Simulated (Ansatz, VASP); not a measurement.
Ge: VASP beside Ansatz

```
Ge
1.0
     0.00000    2.82175    2.82175
     2.82175    0.00000    2.82175
     2.82175    2.82175    0.00000
Ge
2
Direct
  0.00000 0.00000 0.00000
  0.25000 0.25000 0.25000
```

Alike in both runs: task single point; functional PBE; k mesh 12 × 12 × 12; occupations gaussian, width 0.1 eV; no spin polarisation.

|  | VASP | Ansatz |
| --- | --- | --- |
| version | VASP 6.6.1 | Ansatz 0.2.0 |
| potentials or method | VASP PAW PBE potentials, release 64 (Ge_d), cutoff 500 eV | scalar-relativistic, all-electron LAPW |

```csv
,VASP,Ansatz,Ansatz less VASP
gap on the k mesh at the Fermi level (eV),0.10,0.11,+0.001
least direct gap on the mesh (eV),0.10,0.11,+0.001
pressure (GPa),4.1,4.2,+0.17
```

Ansatz ran all-electron here, and VASP with PAW potentials.
